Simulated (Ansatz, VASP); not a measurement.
# BiRh: VASP beside Ansatz

File INCAR:

```
PREC     = Accurate       # precision mode
ENCUT    = 600            # plane-wave cutoff, eV
EDIFF    = 1E-6           # SCF threshold, eV
ISMEAR   = 0              # smearing method
SIGMA    = 0.1            # smearing width, eV
LREAL    = False          # projectors in reciprocal space
LASPH    = True           # aspherical terms in the spheres
NELM     = 80             # most SCF steps
ALGO     = Fast           # electronic algorithm
ISIF     = 3              # what is computed and relaxed
LWAVE    = False          # write WAVECAR
LCHARG   = False          # write CHGCAR
GGA      = CA             # functional
IBRION   = 2              # ionic algorithm
NSW      = 100            # ionic steps
EDIFFG   = -0.005         # ionic threshold
```

KPOINTS

```
regular mesh
0
Gamma
  12 12 8
```

Contents of POSCAR:

```
BiRh
1.0
    4.0940000000      0.0000000000      0.0000000000
   -2.0470000000      3.5455080031      0.0000000000
    0.0000000000      0.0000000000      5.6630000000
Bi Rh
2 2
Direct
    0.3333333333      0.6666666667      0.2500000000
    0.6666666667      0.3333333333      0.7500000000
    0.0000000000      0.0000000000      0.0000000000
    0.0000000000      0.0000000000      0.5000000000
```

Input for Ansatz:

```yaml
crystal:
  lattice:
    - [4.094, 0.0, 0.0]
    - [-2.047, 3.5455080031, 0.0]
    - [0.0, 0.0, 5.663]
  atoms:
    - { symbol: Bi, position: [0.3333333333, 0.6666666667, 0.25] }
    - { symbol: Bi, position: [0.6666666667, 0.3333333333, 0.75] }
    - { symbol: Rh, position: [0.0, 0.0, 0.0] }
    - { symbol: Rh, position: [0.0, 0.0, 0.5] }
basis:
  ecutwfc: 420
kpoints:
  mp_grid: { grid: [12, 12, 8] }
hamiltonian:
  xc: lda
scf:
  occupations: { method: gaussian, width: 0.1 }
output:
  forces: true
  stress: true
  eigenvalues: true
  write_density: true
  write_potential: true
  elf: true
  volumetric_format: npy
relax:
  adjacent_minimum: "off"
  f_tol: 0.005
  max_steps: 80
  cell: { stress_tol: 0.05 }
```

Alike in both runs: task relaxation of cell and atoms; functional LDA; k mesh 12 × 12 × 8; occupations gaussian, width 0.1 eV; no spin polarisation.

|  | VASP | Ansatz |
| --- | --- | --- |
| version | VASP 6.6.1 | Ansatz 0.2.0 |
| potentials or method | VASP PAW LDA potentials, release 64 (Bi_d, Rh_pv), cutoff 600 eV | scalar-relativistic, plane waves, PAW |
| valence electrons in the cell | 60 | 64 |

```csv
,VASP,Ansatz,Ansatz less VASP
"gap on the k mesh at the Fermi level, each at its own relaxed structure (eV)",none,none,-
relaxed volume (Å³/atom),20.21,20.15,-0.057
relaxed length of the cell vector where the two differ most in proportion (Å),5.601,5.594,-0.0072
```

LDA's correlation is that of Perdew and Zunger in VASP and of Perdew and Wang (1992) in Ansatz. A gap of «none» marks a metal or a gap that the smearing closes. VASP's potentials hold 60 valence electrons a cell and Ansatz's 64, so a difference there can come from the potentials and not from the codes.

Spin-orbit coupling is off throughout.
